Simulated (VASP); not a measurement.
A run of VASP 6.6.1 is set up as follows.

The input INCAR:

```
PREC = Accurate
ENCUT = 520
EDIFF = 1E-7
ISMEAR = 0
SIGMA = 0.15
LREAL = False
LASPH = True
NELM = 100
ALGO = Fast
ISIF = 2
LWAVE = False
LCHARG = False
GGA = PE
NBANDS = 17
```

KPOINTS

```
Automatic mesh
0
Gamma
  18 18 10
```

POSCAR

```
Pt
1.0
    2.6206126340      0.0000000000      0.0000000000
   -1.3103063170      2.7473101912      0.0000000000
    0.0000000000      0.0000000000      4.7813829983
Pt
2
Direct
    0.6666666667      0.3333333333      0.7500000000
    0.3333333333      0.6666666667      0.2500000000
```

Potentials or basis: VASP PAW PBE potentials, release 64 (Pt).

Command:

```bash
$ cat potpaw_PBE.64/Pt/POTCAR > POTCAR
$ mpirun -np 1 vasp_std > vasp.out
```

(1) Estimate the largest force.

(2) Predict the band gap on the k mesh.

(3) Estimate the pressure.

Results:

(1) 0.021 eV/Å.

(2) zero (bands 10 and 11 overlap by 1.27 eV).

(3) -11.5 GPa.

Caveat: the cell differs from its parent crystal (normal strain along x -0.0500, normal strain along y +0.1500); the stress differs along the axes, from -22 to 5 GPa; spin-orbit coupling is left out, which moves the levels of the heavy elements.
